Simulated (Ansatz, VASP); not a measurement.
**WCl: VASP beside Ansatz**

```xyz
4
Lattice="1.6378 0.9456 9.5489 -1.6378 0.9456 9.5489 0.0000 -1.8912 9.5489" Properties=species:S:1:pos:R:3 pbc="T T T"
W     0.0000    0.0000   23.0326
W     0.0000    0.0000    5.6141
Cl    0.0000    0.0000   11.5522
Cl    0.0000    0.0000   17.0946
```

Alike in both runs: functional PBE; k mesh 12 × 12 × 12; occupations gaussian, width 0.1 eV; no spin polarisation.

Ansatz relaxed the structure, and its values are those at the end. VASP's run is a single point on that final structure, the one shown.

|  | VASP | Ansatz |
| --- | --- | --- |
| version | VASP 6.6.1 | Ansatz 0.2.0 |
| potentials or method | VASP PAW PBE potentials, release 64 (W_sv, Cl), cutoff 520 eV | scalar-relativistic, plane waves, PAW |
| valence electrons in the cell | 42 | 42 |

VASP gave:

* gap on the k mesh at the Fermi level (eV): none
* pressure (GPa): 0.1
* rms of the force components (eV/Å): 0.018

Which values does Ansatz return?

gap on the k mesh at the Fermi level (eV): none; pressure (GPa): 0.0; rms of the force components (eV/Å): 0.001.

A gap of «none» marks a metal or a gap that the smearing closes.

Neither program's run includes spin-orbit coupling.
